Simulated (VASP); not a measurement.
Input of a VASP 6.6.1 run:

The input INCAR:

```
PREC = Accurate
ENCUT = 520
EDIFF = 1E-6
ISMEAR = 0
SIGMA = 0.05
LREAL = False
LASPH = True
NELM = 150
ALGO = Normal
ISIF = 2
LWAVE = False
LCHARG = False
ISPIN = 2
MAGMOM = 2 0 0
LORBIT = 11
LMAXMIX = 4
LDAU = True
LDAUTYPE = 1
LDAUL = 2 -1
LDAUU = 2 0
LDAUJ = 0.7 0
LDAUPRINT = 1
GGA = PE
NBANDS = 24
```

Contents of KPOINTS:

```
Automatic mesh
0
Gamma
  5 5 5
```

File POSCAR:

```
WSe2
1.0
    0.0000000000      3.1637246900      3.1637246900
    3.1637246900      0.0000000000      3.1637246900
    3.1637246900      3.1637246900      0.0000000000
W Se
1 2
Direct
    0.0000000000      0.0000000000      0.0000000000
    0.2500000000      0.2500000000      0.2500000000
    0.7500000000      0.7500000000      0.7500000000
```

Potentials or basis: VASP PAW PBE potentials, release 64 (W_sv, Se).

The run is started by

```bash
$ cat potpaw_PBE.64/W_sv/POTCAR potpaw_PBE.64/Se/POTCAR > POTCAR
$ mpirun -np 1 vasp_std > vasp.out
```

What does it give for the site moments?

W +1.49; Se -0.04 μB.

Estimate the pressure.

-1.8 GPa.

Eigenvalues of the final occupation matrices:
```tsv
site	spin	trace	eigenvalues
site 1 d	1	2.35	0.32 0.32 0.32 0.70 0.70
site 1 d	2	0.91	0.08 0.08 0.25 0.25 0.25
```

Caveat: spin-orbit coupling is left out, which moves the levels of the heavy elements. The state reached can hang on the start; a lower one may exist.
